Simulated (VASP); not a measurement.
Runs of VASP 6.6.1 on Al3VN4. The structure is that of space group Pm-3m (No. 221), or close to it. The cells are those of the table. 

```tsv
task	cell	k mesh	cutoff (eV)	gap on the mesh (eV)	pressure (GPa)	moment (μB)
single point	a = 4.108 Å, 8 atoms	4 × 4 × 4	520	none	-0.2	1.63
relaxation of cell and atoms	relaxed from a = 4.670 Å, 8 atoms	4 × 4 × 4	600	none	-0.5	(b)
single point	a = 4.105 Å, 8 atoms	10 × 10 × 10	520	none	-1.9	0.66
single point	a = 4.670 Å, 8 atoms	4 × 4 × 4	520	none	-42.5	(a)
```

Alike in all rows: level PBE; potentials or basis VASP PAW PBE potentials, release 64 (Al, V_sv, N); spin collinear, ferromagnetic start; smearing gaussian 0.1 eV.

**Question.** Estimate the missing entries.

**Answer.** (a) 1.97; (b) 0.00.

Caveats: some runs use coarse meshes; the moments typed at the start vanished in this run (at least some runs); a moment this small can come from the mesh or the smearing (at least some runs); the cell stands under tension (at least some runs).

A gap of «none» marks levels without a gap at the run's occupations.
